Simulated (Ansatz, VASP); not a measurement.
**ScAl3: VASP beside Ansatz**

```xyz
4
Lattice="4.0830 -0.2149 -0.2149 -0.2149 4.0830 -0.2149 -0.2149 -0.2149 4.0830" Properties=species:S:1:pos:R:3 pbc="T T T"
Sc    0.0000    0.0000    0.0000
Al    1.9341   -0.2149    1.9341
Al   -0.2149    1.9341    1.9341
Al    1.9341    1.9341   -0.2149
```

Alike in both runs: task single point; functional PBEsol; k mesh 14 × 14 × 14; occupations gaussian, width 0.15 eV; no spin polarisation.

|  | VASP | Ansatz |
| --- | --- | --- |
| version | VASP 6.6.1 | Ansatz 0.2.0 |
| potentials or method | VASP PAW PBE potentials, release 64 (Sc_sv, Al), cutoff 520 eV | scalar-relativistic, plane waves, PAW |
| valence electrons in the cell | 20 | 20 |

Ansatz gave:

* gap on the k mesh at the Fermi level (eV): none
* pressure (GPa): 3.2
* traceless stress, the component that is largest in VASP (GPa): 7.96

**Question.** Which values does VASP return?

**Answer.** gap on the k mesh at the Fermi level (eV): none; pressure (GPa): 3.4; traceless stress, the component that is largest in VASP (GPa): 7.98.

VASP's potentials were made for PBE, not for PBEsol. A gap of «none» marks a metal or a gap that the smearing closes.
